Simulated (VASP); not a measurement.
Wanted: the native input for a VASP 6.6.1 run.

- Task: single point
- Functional: LDA
- Potentials or basis: VASP PAW LDA potentials, release 64 (Ba_sv, Tl_d, O)
- Cutoff: 520 eV
- k mesh: 5 × 5 × 5
- Occupations: methfessel-paxton, width 0.15 eV
- Spin: no spin polarisation
- Dipole correction: no
- Further INCAR settings: ALGO = Normal; EDIFF = 1e-06; NBANDS = 28

The structure of BaTlO3 lies in POSCAR:

```
BaTlO3
1.0
    4.2219293747      0.0000000000      0.0000000000
    0.0000000000      4.2219293747      0.0000000000
    0.0000000000      0.0000000000      4.2219293747
Ba Tl O
1 1 3
Direct
    0.0000000000      0.0000000000      0.0000000000
    0.5000000000      0.5000000000      0.5000000000
    0.5000000000      0.5000000000      0.0000000000
    0.5000000000      0.0000000000      0.5000000000
    0.0000000000      0.5000000000      0.5000000000
```

The input as run:

INCAR

```
SYSTEM = BaTlO3
PREC     = Accurate       ! precision mode
ENCUT    = 520            ! plane-wave cutoff, eV
EDIFF    = 1E-6           ! SCF threshold, eV
ISMEAR   = 1              ! smearing method
SIGMA    = 0.15           ! smearing width, eV
LREAL    = .FALSE.        ! projectors in reciprocal space
LASPH    = .TRUE.         ! aspherical terms in the spheres
NELM     = 100            ! most SCF steps
ALGO     = Normal         ! electronic algorithm
ISIF     = 2              ! what is computed and relaxed
LWAVE    = .FALSE.        ! write WAVECAR
LCHARG   = .FALSE.        ! write CHGCAR
GGA      = CA             ! functional
NBANDS   = 28             ! bands
```

KPOINTS

```
regular mesh
0
G
  5 5 5
  0 0 0
```

Potentials or basis: VASP PAW LDA potentials, release 64 (Ba_sv, Tl_d, O).

The run is started by

```sh
$ cat potpaw_LDA.64/Ba_sv/POTCAR potpaw_LDA.64/Tl_d/POTCAR potpaw_LDA.64/O/POTCAR > POTCAR
$ mpirun -np 1 vasp_std > vasp.out
```

Results of the run:

| Item | Value |
| --- | --- |
| Pressure | 1.3 GPa |

Caveat: an odd number of electrons without spin polarisation forces a metal; a magnetic or distorted state may lie lower.

Run time: 12 s on 1 thread of Intel(R) Xeon(R) Platinum 8375C CPU @ 2.90GHz (Ice Lake), on a shared host, peak memory 0.16 GiB.
